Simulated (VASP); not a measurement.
**Li: relaxation of cell and atoms with PBE**

Crystal: Li.

```
CELL_PARAMETERS angstrom
1.93618 -1.11785 3.42058
0.00000 2.23570 3.42058
-1.93618 -1.11785 3.42058
ATOMIC_POSITIONS crystal
Li 0.23200 0.23200 0.23200
Li 0.76800 0.76800 0.76800
```

```
Program                : VASP 6.6.1
Task                   : relaxation of cell and atoms
Functional             : PBE
Potentials or basis    : VASP PAW PBE potentials, release 64 (Li_sv)
Cutoff                 : 600 eV
k mesh                 : 13 × 13 × 13
Occupations            : fermi-dirac, width 0.08 eV
Spin                   : no spin polarisation
Dipole correction      : no
Further INCAR settings : ALGO = Normal; EDIFF = 1e-06; IBRION = 2; EDIFFG = -0.005; NSW = 60; ISIF = 3
```

The relaxed volume is 19.04 Å³/atom, the relaxed cell is a = 4.748 Å, b = 4.748 Å, c = 4.748 Å, α = 38.97°, β = 38.97°, γ = 38.97° and the space group after relaxing (to 0.1 Å) is R-3m (No. 166). The energy gained by relaxing is 141.4 meV/atom and the ionic steps are 35. The pressure after relaxing is 0.0 GPa and the band gap on the k mesh is zero (bands 3 and 4 overlap by 3.20 eV).

Forces in eV/Å, atoms in the order of the input:
```
Li   0.000  0.000 -0.003
Li   0.000  0.000  0.003
```

The path:
```
step  energy change (eV)  largest force (eV/Å)  pressure (GPa)  volume (Å³)
   1              0.0000                0.5526           -0.73        44.42
   2             -0.0311                0.4820           -0.69        43.77
   3             -0.0960                0.2444           -0.41        41.87
   4             -0.0880                0.2718            0.75        38.20
   5             -0.1153                0.0202            0.02        40.15
   6             -0.1154                0.0072            0.05        40.07
   7             -0.1157                0.0027            0.02        40.14
   8             -0.1169                0.0113           -0.04        40.34
   9             -0.1199                0.0416           -0.16        40.73
  10             -0.1282                0.1084           -0.34        41.46
  11             -0.1512                0.2519           -0.63        42.68
  12             -0.1651                0.4927           -1.45        44.26
  13             -0.1655                0.3862           -0.89        43.52
  14             -0.1698                0.4478           -1.12        43.93
  15             -0.1698                0.4479           -1.12        43.94
  16             -0.1699                0.4488           -1.13        43.96
  17             -0.1700                0.4503           -1.15        43.99
  18             -0.1702                0.4530           -1.20        44.06
  19             -0.1701                0.4578           -1.28        44.20
  20             -0.1702                0.4547           -1.22        44.11
  21             -0.1705                0.4544           -1.23        44.10
  22             -0.1711                0.4532           -1.22        44.08
  23             -0.1725                0.4507           -1.21        44.04
  24             -0.1752                0.4459           -1.20        43.95
  25             -0.1804                0.4362           -1.18        43.78
  26             -0.1907                0.4163           -1.15        43.44
  27             -0.2100                0.3750           -1.06        42.76
  28             -0.2427                0.2852           -0.84        41.42
  29             -0.2801                0.0824           -0.18        38.76
  30             -0.2827                0.0027            0.17        37.77
  31             -0.2827                0.0076            0.12        37.89
  32             -0.2828                0.0055            0.05        37.98
  33             -0.2828                0.0040            0.03        38.03
  34             -0.2828                0.0017           -0.03        38.12
  35             -0.2828                0.0025            0.01        38.08
```

Final structure:
```yaml
crystal:
  lattice:
    - [1.58394, -0.91449, 4.38162]
    - [0.00000, 1.82897, 4.38162]
    - [-1.58394, -0.91449, 4.38162]
  atoms:
    - { symbol: Li, position: [0.25005, 0.25005, 0.25005] }
    - { symbol: Li, position: [0.74995, 0.74995, 0.74995] }
```

Levels at points of the mesh, in eV from the Fermi level:
| k point | band 1 | band 2 | band 3 | band 4 | band 5 | band 6 | band 7 |
| --- | --- | --- | --- | --- | --- | --- | --- |
| (0.00, 0.00, 0.00) | -46.46 | -46.42 | -3.59 | 1.12 | 4.61 | 11.37 | 11.37 |

Wall time 8.6 min on 1 thread of Intel(R) Xeon(R) 6975P-C (Granite Rapids) (shared host), peak memory 0.24 GiB.

Caveat: the cutoff is under 1.25 times the usual one of these potentials, so pressure, stress and relaxed cells hold a basis-set (Pulay) error; a cell axis changed by over 15 % at a fixed basis, so the end point is rough.
